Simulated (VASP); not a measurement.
**Cu: single point with PBEsol**

The system is Cu.

```
Cu
1.0
    -1.43583    1.43583    1.37776
     1.43583   -1.43583    1.37776
     1.43583    1.43583   -1.37776
Cu
1
Cartesian
  0.0000 0.0000 0.0000
```

| Quantity | Value |
| --- | --- |
| Program | VASP 6.6.1 |
| Task | single point |
| Functional | PBEsol |
| Potentials or basis | VASP PAW PBE potentials, release 64 (Cu_sv_GW) |
| Cutoff | 820 eV |
| k mesh | 13 × 13 × 13 |
| Occupations | fermi-dirac, width 0.1 eV |
| Spin | no spin polarisation |
| Dipole correction | no |
| Further INCAR settings | ALGO = Normal; EDIFF = 1e-06; NBANDS = 16 |

| Quantity | Value |
| --- | --- |
| Pressure | -0.6 GPa |
| Band gap on the k mesh | zero (an odd number of electrons rules out a gap without spin polarisation) |

Levels at points of the mesh, in eV from the Fermi level:
```csv
k point,band 6,band 7,band 8,band 9,band 10,band 11,band 12,band 13,band 14,band 15
"(0.00, 0.00, 0.00)",-3.26,-3.08,-3.08,-2.15,-1.97,25.07,25.07,26.14,29.09,29.09
```

Run time: 23 s on 1 thread of Intel(R) Xeon(R) 6975P-C (Granite Rapids) (shared host), peak memory 0.22 GiB.

Caveat: the PAW data sets were made with another functional, which shifts forces and pressure a little.
